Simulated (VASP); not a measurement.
# MgS in VASP: further runs

Aim: see how the results for MgS move with the level of theory and the settings. Levels: PBE, r2SCAN, HSE06. Tasks: single point.

All numbers are computed with VASP 6.6.1; they aren't measurements. Logs are shortened: lines on timing, memory, paths and dates and some standing lists are left out, and cuts for length are marked.

## Step 1: The cell of the first run

Symmetry: I4/mmm, No. 139, tetragonal system. Conventional cell: a = 3.667 Å, b = 3.667 Å, c = 5.203 Å, α = 90.00°, β = 90.00°, γ = 90.00°. Within 3.4 Å of Mg (site symmetry 4/mmm) lie 6 S at 2.59 to 2.60 Å. S (site symmetry 4/mmm) has 6 Mg at 2.59 to 2.60 Å within 3.4 Å.

## Step 2: Single point, PBE (biaxial xy strain -0.3%)

Contents of INCAR:

```
SYSTEM = MgS
  ALGO = Normal
  EDIFF = 1E-6
  ENCUT = 520
  GGA = PE
  ISIF = 2
  ISMEAR = -1
  LASPH = .True.
  LCHARG = .False.
  LREAL = .False.
  LWAVE = .False.
  NBANDS = 11
  NELM = 100
  PREC = Accurate
  SIGMA = 0.02
```

Contents of KPOINTS:

```
k-points
0
Gamma
  8 8 8
  0 0 0
```

Contents of POSCAR:

```
MgS
1.0
    0.0000000000      2.5929329281      2.6015179373
    2.5929329281      0.0000000000      2.6015179373
    2.5929329281      2.5929329281      0.0000000000
Mg S
1 1
Direct
    0.0000000000      0.0000000000      0.0000000000
    0.5000000000      0.5000000000      0.5000000000
```

Potentials or basis: VASP PAW PBE potentials, release 64 (Mg, S).

Command:

```bash
cat potpaw_PBE.64/Mg/POTCAR potpaw_PBE.64/S/POTCAR > POTCAR
mpirun -np 1 vasp_std > vasp.out
```

OUTCAR:

```text
SYSTEM = MgS
   EDIFF = 1E-6
   ENCUT = 520
   GGA = PE
   ISIF = 2
   ISMEAR = -1
   LASPH = .True.
   LREAL = .False.
   NELM = 100
   PREC = Accurate

 ion  position               nearest neighbor table
   1  0.000  0.000  0.000-   2 2.59   2 2.59   2 2.59   2 2.59   2 2.60   2 2.60
   2  0.500  0.500  0.500-   1 2.59   1 2.59   1 2.59   1 2.59   1 2.60   1 2.60

  LATTYP: Found a body centered tetragonal cell.
 ALAT       =     3.6669609132
 C/A-ratio  =     1.4188959189

  Lattice vectors:

 A1 = (  -2.5929329281,   0.0000000000,   2.6015179373)
 A2 = (   2.5929329281,   0.0000000000,   2.6015179373)
 A3 = (   0.0000000000,   2.5929329281,  -2.6015179373)

Analysis of symmetry for initial positions (statically):
=====================================================================
 Subroutine PRICEL returns:
 Original cell was already a primitive cell.

 Routine SETGRP: Setting up the symmetry group for a
 body centered tetragonal supercell.

 Subroutine GETGRP returns: Found 16 space group operations
 (whereof 16 operations were pure point group operations)
 out of a pool of 16 trial point group operations.

The static configuration has the point symmetry D_4h.

Analysis of symmetry for dynamics (positions and initial velocities):
=====================================================================
 Subroutine PRICEL returns:
 Original cell was already a primitive cell.

 Routine SETGRP: Setting up the symmetry group for a
 body centered tetragonal supercell.

 Subroutine GETGRP returns: Found 16 space group operations
 (whereof 16 operations were pure point group operations)
 out of a pool of 16 trial point group operations.

The dynamic configuration has the point symmetry D_4h.

 Subroutine INISYM returns: Found 16 space group operations
 (whereof 16 operations are pure point group operations),
 and found     1 'primitive' translations

----------------------------------------------------------------------------------------

                                     Primitive cell

  volume of cell :      34.9816

  direct lattice vectors                    reciprocal lattice vectors
     0.000000000  2.592932928  2.601517937    -0.192831829  0.192831829  0.192195484
     2.592932928  0.000000000  2.601517937     0.192831829 -0.192831829  0.192195484
     2.592932928  2.592932928  0.000000000     0.192831829  0.192831829 -0.192195484

  length of vectors
     3.673036448  3.673036448  3.666960913     0.333627536  0.333627536  0.333627536

  position of ions in fractional coordinates (direct lattice)
     0.000000000  0.000000000  0.000000000
     0.500000000  0.500000000  0.500000000

  ion indices of the primitive-cell ions
   primitive index   ion index
                 1           1
                 2           2

----------------------------------------------------------------------------------------

 KPOINTS: k-points

Automatic generation of k-mesh.
 Grid dimensions read from file:
 generate k-points for:    8    8    8

 Generating k-lattice:

  Cartesian coordinates                     Fractional coordinates (reciprocal lattice)
    -0.024103979  0.024103979  0.024024436     0.125000000  0.000000000  0.000000000
     0.024103979 -0.024103979  0.024024436     0.000000000  0.125000000  0.000000000
     0.024103979  0.024103979 -0.024024436     0.000000000  0.000000000  0.125000000

  Length of vectors
     0.041703442  0.041703442  0.041703442

  Shift w.r.t. Gamma in fractional coordinates (k-lattice)
     0.000000000  0.000000000  0.000000000

 Subroutine IBZKPT returns following result:
 ===========================================

 Found     59 irreducible k-points:

 Following reciprocal coordinates:
            Coordinates               Weight
  0.000000  0.000000  0.000000      1.000000
  0.125000  0.000000  0.000000      8.000000
  0.250000  0.000000  0.000000      8.000000
  0.375000  0.000000  0.000000      8.000000
  0.500000  0.000000  0.000000      4.000000
  0.125000  0.125000  0.000000      2.000000
[... 16 lines left out ...]
  0.250000  0.000000  0.125000     16.000000
  0.375000  0.000000  0.125000     16.000000
 [... further k-points ...]
   k-points           NKPTS =     59   k-points in BZ     NKDIM =     59   number of bands    NBANDS=     11
   number of dos      NEDOS =    301   number of ions     NIONS =      2
   total plane-waves  NPLWV =  21952
   dimension x,y,z NGX =    28 NGY =   28 NGZ =   28
   dimension x,y,z NGXF=    56 NGYF=   56 NGZF=   56
   ions per type =               1   1
   NGX,Y,Z   is equivalent  to a cutoff of  12.67, 12.67, 12.69 a.u.
   NGXF,Y,Z  is equivalent  to a cutoff of  25.35, 25.35, 25.39 a.u.
 SYSTEM =  MgS
   PREC   = accura    normal or accurate (medium, high low for compatibility)
   ISTART =      0    job   : 0-new  1-cont  2-samecut
   ICHARG =      2    charge: 1-file 2-atom 10-const
   ISPIN  =      1    spin polarized calculation?
   LNONCOLLINEAR =      F non collinear calculations
   LSORBIT =      F    spin-orbit coupling
   LASPH  =      T    aspherical Exc in radial PAW
   ENCUT  =  520.0 eV  38.22 Ry    6.18 a.u.   6.83  6.83  6.82*2*pi/ulx,y,z
   NELM   =    100;   NELMIN=  2; NELMDL= -5     # of ELM steps
   EDIFF  = 0.1E-05   stopping-criterion for ELM
   LREAL  =      F    real-space projection
   EDIFFG = 0.1E-04   stopping-criterion for IOM
   NSW    =      0    number of steps for IOM
   IBRION =     -1    ionic relax: 0-MD 1-quasi-New 2-CG
   NFREE  =      0    steps in history (QN), initial steepest desc. (CG)
   ISIF   =      2    stress and relaxation
   ISYM   =      2    0-nonsym 1-usesym 2-fastsym
   POTIM  = 0.5000    time-step for ionic-motion
   TEBEG  =    0.0;   TEEND  =   0.0 temperature during run
   PSTRESS=    0.0 pullay stress
   NELECT =       8.0000    total number of electrons
   NUPDOWN=      -1.0000    fix difference up-down
   EMIN   =  10.00;   EMAX   =-10.00  energy-range for DOS
   EFERMI =   0.00;   METHOD = LEGACY
   ISMEAR =    -1;   SIGMA  =   0.02  broadening in eV -4-tet -1-fermi 0-gaus
   EFERMI_NEDOS =   21; number of points for ismear=-14 and -15
   IALGO  =     38    algorithm
   IMIX   =      4    mixing-type and parameters
     AMIX     =   0.40;   BMIX     =  1.00
     AMIX_MAG =   1.60;   BMIX_MAG =  1.00
  volume/ion in A,a.u.               =      17.49       118.03
  Fermi-wavevector in a.u.,A,eV,Ry     =   1.001133  1.891867 13.636669  1.002267
  Thomas-Fermi vector in A             =   2.133535
   LORBIT       =      0    0 simple, 1 ext, 2 COOP (PROOUT), +10 PAW based schemes
   GGA     = PE    functional components
   LHFCALC =     F    Hartree Fock is set to
   AEXX    =    0.0000 exact exchange contribution
   IVDW    =     0    specifies the selected vdW correction
   LEPSILON=     F    determine dielectric tensor
   LRPA    =     F    only Hartree local field effects (RPA)
 non-spin polarized calculation
  energy-cutoff  :      520.00
  volume of cell :       34.98
 maximum number of plane-waves:       960
   NGX = 13   NGY = 13   NGZ = 13

 number of electron       8.0000000 magnetization

 Free energy of the ion-electron system (eV)
  ---------------------------------------------------
  ext. energy  EPLUGINS =         0.00000000
  ---------------------------------------------------
  free energy    TOTEN  =        -8.50006494 eV

  energy without entropy =       -8.50006494  energy(sigma->0) =       -8.50006494

 E-fermi :   4.1722     XC(G=0):  -9.7162

 val. band max:        3.7951939765   @ k =   0.0000   0.0000   0.0000
 cond. band min:       6.5701392125   @ k =   0.5000   0.0000   0.5000
 fundamental gap:      2.7749452360
 Fermi energy:         4.1721805283

 k-point     1 :       0.0000    0.0000    0.0000
  band No.  band energies     occupation
      1      -8.9198      2.00000
      2       3.7809      2.00000
      3       3.7809      2.00000
      4       3.7952      2.00000
      5       7.5495      0.00000
      6      11.7132      0.00000
      7      11.7476      0.00000
      8      11.7476      0.00000
      9      14.1202      0.00000
     10      14.1658      0.00000
     11      16.3399      0.00000

 k-point     2 :       0.1250    0.0000    0.0000
  band No.  band energies     occupation
      1      -8.7671      2.00000
      2       2.7339      2.00000
      3       3.6803      2.00000
      4       3.6864      2.00000
      5       8.3481      0.00000
      6      11.4245      0.00000
      7      11.9736      0.00000
      8      12.0003      0.00000
      9      13.4962      0.00000
     10      13.5300      0.00000
     11      16.5336      0.00000

 k-point     3 :       0.2500    0.0000    0.0000
  band No.  band energies     occupation
      1      -8.3539      2.00000
      2       0.9627      2.00000
      3       3.4596      2.00000
      4       3.4608      2.00000
      5       8.7715      0.00000
      6      11.5937      0.00000
      7      11.6334      0.00000
      8      12.1269      0.00000
      9      14.0874      0.00000
     10      14.0914      0.00000
     11      15.7231      0.00000

 k-point     4 :       0.3750    0.0000    0.0000
  band No.  band energies     occupation
      1      -7.8486      2.00000
      2      -0.4939      2.00000
      3       3.2602      2.00000
      4       3.2674      2.00000
      5       8.4854      0.00000
      6      10.9300      0.00000
      7      10.9668      0.00000
      8      13.6223      0.00000
      9      15.4086      0.00000
     10      16.0515      0.00000
     11      16.0632      0.00000

 k-point     5 :       0.5000    0.0000    0.0000
  band No.  band energies     occupation
      1      -7.5972      2.00000
      2      -1.0787      2.00000
      3       3.1840      2.00000
      4       3.1935      2.00000
      5       8.3436      0.00000
      6      10.6840      0.00000
      7      10.7193      0.00000
      8      13.9745      0.00000
      9      15.9780      0.00000
     10      18.1840      0.00000
     11      18.2145      0.00000
[... 211 lines left out ...]
 k-point    21 :       0.5000    0.5000    0.0000
  band No.  band energies     occupation
      1      -7.2293      2.00000
      2      -0.4447      2.00000
      3       2.0984      2.00000
      4       2.0984      2.00000
      5       6.5877      0.00000
      6       8.1686      0.00000
      7      15.8337      0.00000
      8      16.6191      0.00000
      9      17.2433      0.00000
     10      17.2433      0.00000
     11      19.6701      0.00000

 k-point    22 :       0.1250    0.0000    0.1250
  band No.  band energies     occupation
      1      -8.7165      2.00000
      2       2.7715      2.00000
      3       3.4495      2.00000
      4       3.4675      2.00000
      5       8.6909      0.00000
      6      10.7818      0.00000
      7      12.3464      0.00000
      8      12.3993      0.00000
      9      12.4174      0.00000
     10      14.3953      0.00000
     11      17.5230      0.00000

 k-point    23 :       0.2500    0.0000    0.1250
  band No.  band energies     occupation
      1      -8.3907      2.00000
      2       1.4532      2.00000
      3       3.1681      2.00000
      4       3.2261      2.00000
      5       9.3170      0.00000
      6      10.6121      0.00000
      7      11.2382      0.00000
      8      12.5863      0.00000
      9      13.5955      0.00000
     10      14.8389      0.00000
     11      17.1604      0.00000

 k-point    24 :       0.3750    0.0000    0.1250
  band No.  band energies     occupation
      1      -7.9092      2.00000
      2       0.0072      2.00000
      3       2.8680      2.00000
      4       2.9845      2.00000
      5       9.0795      0.00000
      6      10.4353      0.00000
      7      11.8548      0.00000
      8      12.1240      0.00000
      9      15.2166      0.00000
     10      16.6264      0.00000
     11      16.7979      0.00000

 [... further k-points ...]

------------------------ aborting loop because EDIFF is reached ----------------------------------------

  FORCE on cell =-STRESS in cart. coord.  units (eV):
  Direction    XX          YY          ZZ          XY          YZ          ZX
  --------------------------------------------------------------------------------------
  -------------------------------------------------------------------------------------
  Total        0.3317441      0.3317441      0.2533182      0.0000000      0.0000000      0.0000000
  in kB       15.1940813     15.1940813     11.6021283      0.0000000      0.0000000      0.0000000
  external PRESSURE =      13.9967636 kB  Pullay stress =       0.0000000 kB

 VOLUME and BASIS-vectors are now :
 -----------------------------------------------------------------------------
  energy-cutoff  :      520.00
  volume of cell :       34.98
      direct lattice vectors                 reciprocal lattice vectors
     0.000000000  2.592932928  2.601517937    -0.192831829  0.192831829  0.192195484
     2.592932928  0.000000000  2.601517937     0.192831829 -0.192831829  0.192195484
     2.592932928  2.592932928  0.000000000     0.192831829  0.192831829 -0.192195484

 POSITION                                       TOTAL-FORCE (eV/Angst)
 -----------------------------------------------------------------------------------
      0.00000      0.00000      0.00000        -0.000000      0.000000     -0.000000
      2.59293      2.59293      2.60152         0.000000     -0.000000      0.000000
 -----------------------------------------------------------------------------------
    total drift:                                0.000000      0.000000      0.000000

  FREE ENERGIE OF THE ION-ELECTRON SYSTEM (eV)
  ---------------------------------------------------
  free  energy   TOTEN  =        -8.5000649421 eV

  energy  without entropy=       -8.5000649421  energy(sigma->0) =       -8.50006494
```

Run time: 11 s. Hardware: 1 thread of Intel Xeon Platinum 8559C (Emerald Rapids), shared host; peak memory 0.16 GiB.

What came out:

* Free energy: -8.5001 eV
* Pressure: 1.4 GPa
* Band gap on the k mesh: 2.77 eV (least direct gap 3.75 eV)

Caveat: the cell differs from its parent crystal (biaxial xy strain -0.3%). A k mesh can miss the band edges.

## Step 3: Single point, r2SCAN (biaxial xy strain -0.3%)

POSCAR is that of step 2.

Contents of INCAR.step1:

```
SYSTEM = MgS
ALGO = Normal
EDIFF = 1E-4
ENCUT = 520
GGA = PE
ISMEAR = 0
LASPH = .TRUE.
LCHARG = .FALSE.
LREAL = .FALSE.
LWAVE = .TRUE.
NBANDS = 11
NELM = 60
PREC = Accurate
SIGMA = 0.01
```

Contents of INCAR.step2:

```
SYSTEM = MgS
ALGO = Normal
EDIFF = 1E-6
ENCUT = 520
ISIF = 2
ISMEAR = 0
ISTART = 1
LASPH = .TRUE.
LCHARG = .FALSE.
LMIXTAU = .TRUE.
LREAL = .FALSE.
LWAVE = .FALSE.
METAGGA = R2SCAN
NBANDS = 11
NELM = 60
PREC = Accurate
SIGMA = 0.01
```

Contents of KPOINTS:

```
k-points
0
G
  8 8 8
  0 0 0
```

Potentials or basis: VASP PAW PBE potentials, release 64 (Mg, S).

Command:

```bash
cat potpaw_PBE.64/Mg/POTCAR potpaw_PBE.64/S/POTCAR > POTCAR
cp INCAR.step1 INCAR
mpirun -np 1 vasp_std > vasp.out
cp INCAR.step2 INCAR
mpirun -np 1 vasp_std > vasp.out
```

OUTCAR:

```text
SYSTEM = MgS
   EDIFF = 1E-6
   ENCUT = 520
   ISIF = 2
   ISMEAR = 0
   ISTART = 1
   LASPH = .TRUE.
   LREAL = .FALSE.
   METAGGA = R2SCAN
   NELM = 60
   PREC = Accurate

 ion  position               nearest neighbor table
   1  0.000  0.000  0.000-   2 2.59   2 2.59   2 2.59   2 2.59   2 2.60   2 2.60
   2  0.500  0.500  0.500-   1 2.59   1 2.59   1 2.59   1 2.59   1 2.60   1 2.60

  LATTYP: Found a body centered tetragonal cell.
 ALAT       =     3.6669609132
 C/A-ratio  =     1.4188959189

  Lattice vectors:

 A1 = (  -2.5929329281,   0.0000000000,   2.6015179373)
 A2 = (   2.5929329281,   0.0000000000,   2.6015179373)
 A3 = (   0.0000000000,   2.5929329281,  -2.6015179373)

Analysis of symmetry for initial positions (statically):
=====================================================================
 Subroutine PRICEL returns:
 Original cell was already a primitive cell.

 Routine SETGRP: Setting up the symmetry group for a
 body centered tetragonal supercell.

 Subroutine GETGRP returns: Found 16 space group operations
 (whereof 16 operations were pure point group operations)
 out of a pool of 16 trial point group operations.

[... 174 lines left out ...]
      4       3.5628      2.00000
      5       8.2254      0.00000
      6      12.0557      0.00000
      7      12.0914      0.00000
      8      12.0914      0.00000
      9      14.4792      0.00000
     10      14.5259      0.00000
     11      17.1158      0.00000
[... 309 lines left out ...]
 k-point    24 :       0.3750    0.0000    0.1250
  band No.  band energies     occupation
      1      -8.6345      2.00000
      2      -0.2470      2.00000
      3       2.6196      2.00000
      4       2.7255      2.00000
      5       9.5229      0.00000
      6      10.8564      0.00000
      7      12.2493      0.00000
      8      12.6630      0.00000
      9      15.9255      0.00000
     10      17.1479      0.00000
     11      17.5941      0.00000

 [... further k-points ...]

------------------------ aborting loop because EDIFF is reached ----------------------------------------

  FORCE on cell =-STRESS in cart. coord.  units (eV):
  Direction    XX          YY          ZZ          XY          YZ          ZX
  --------------------------------------------------------------------------------------
  -------------------------------------------------------------------------------------
  Total        0.0406026      0.0406026     -0.0379587      0.0000000      0.0000000      0.0000000
  in kB        1.8596244      1.8596244     -1.7385303      0.0000000      0.0000000      0.0000000
  external PRESSURE =       0.6602395 kB  Pullay stress =       0.0000000 kB

 VOLUME and BASIS-vectors are now :
 -----------------------------------------------------------------------------
  energy-cutoff  :      520.00
  volume of cell :       34.98
      direct lattice vectors                 reciprocal lattice vectors
     0.000000000  2.592932928  2.601517937    -0.192831829  0.192831829  0.192195484
     2.592932928  0.000000000  2.601517937     0.192831829 -0.192831829  0.192195484
     2.592932928  2.592932928  0.000000000     0.192831829  0.192831829 -0.192195484

 POSITION                                       TOTAL-FORCE (eV/Angst)
 -----------------------------------------------------------------------------------
      0.00000      0.00000      0.00000         0.000000     -0.000000      0.000000
      2.59293      2.59293      2.60152        -0.000000      0.000000      0.000000
 -----------------------------------------------------------------------------------
    total drift:                                0.000000      0.000000      0.000000

  FREE ENERGIE OF THE ION-ELECTRON SYSTEM (eV)
  ---------------------------------------------------
  free  energy   TOTEN  =       -15.5106823837 eV

  energy  without entropy=      -15.5106823837  energy(sigma->0) =      -15.51068238
```

It took 61 s on 1 thread of Intel Xeon Platinum 8559C (Emerald Rapids), shared host; peak memory 0.17 GiB.

What came out:

| Item | Value |
| --- | --- |
| Free energy | -15.5107 eV |
| Pressure | 0.1 GPa |
| Band gap on the k mesh | 3.43 eV (least direct gap 4.66 eV) |

Stress tensor (GPa, compression positive):
```
 0.19  0.00  0.00
 0.00  0.19  0.00
 0.00  0.00 -0.17
```

Caveat: the cell differs from its parent crystal (biaxial xy strain -0.3%); the PAW data sets were made with another functional, which shifts forces and pressure a little. A k mesh can miss the band edges.

(Continued in part 2 of 2.)
